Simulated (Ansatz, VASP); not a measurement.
**Two plane-wave programs on ZnS**

Contents of INCAR:

```
PREC = Accurate
ENCUT = 520
EDIFF = 1E-7
ISMEAR = 0
SIGMA = 0.05
LREAL = F
LASPH = T
NELM = 60
ALGO = Normal
ISIF = 2
LWAVE = F
LCHARG = F
GGA = PS
NBANDS = 26
```

KPOINTS

```
Automatic mesh
0
Gamma
  9 9 6
```

The input POSCAR:

```
ZnS
1.0
    3.7303610463      0.0000000000      0.0000000000
   -1.8651805232      3.2305874314      0.0000000000
    0.0000000000      0.0000000000      6.1248380041
Zn S
2 2
Direct
    0.3333333333      0.6666666667      0.0054424479
    0.6666666667      0.3333333333      0.5054424479
    0.3333333333      0.6666666667      0.3795575521
    0.6666666667      0.3333333333      0.8795575521
```

Input for Ansatz:

```yaml
crystal:
  lattice:
    - [3.7303610463, 0.0, 0.0]
    - [-1.8651805232, 3.2305874314, 0.0]
    - [0.0, 0.0, 6.1248380041]
  atoms:
    - { symbol: Zn, position: [0.3333333333, 0.6666666667, 0.0054424479] }
    - { symbol: Zn, position: [0.6666666667, 0.3333333333, 0.5054424479] }
    - { symbol: S, position: [0.3333333333, 0.6666666667, 0.3795575521] }
    - { symbol: S, position: [0.6666666667, 0.3333333333, 0.8795575521] }
basis:
  ecutwfc: 520.0
kpoints:
  mp_grid: { grid: [9, 9, 6] }
hamiltonian:
  xc: pbesol
  pseudopotentials: { kind: paw }
scf:
  occupations: { method: gaussian, width: 0.05 }
output:
  forces: true
  stress: true
  eigenvalues: true
```

Alike in both runs: task single point; functional PBEsol; k mesh 9 × 9 × 6; occupations gaussian, width 0.05 eV; no spin polarisation.

```csv
,VASP,Ansatz
version,VASP 6.6.1,Ansatz 0.2.0
potentials or method,"VASP PAW PBE potentials, release 64 (Zn, S), cutoff 520 eV","scalar-relativistic, plane waves, PAW"
valence electrons in the cell,36,36
```

```tsv
	VASP	Ansatz	Ansatz less VASP
gap on the k mesh at the Fermi level (eV)	2.35	2.34	-0.008
least direct gap on the mesh (eV)	2.35	2.34	-0.008
pressure (GPa)	3.8	3.5	-0.24
rms of the force components (eV/Å)	0.007	0.006	-0.0003
```

VASP's potentials were made for PBE, not for PBEsol. Atom by atom the forces differ by 0.000 eV/Å (rms over components).
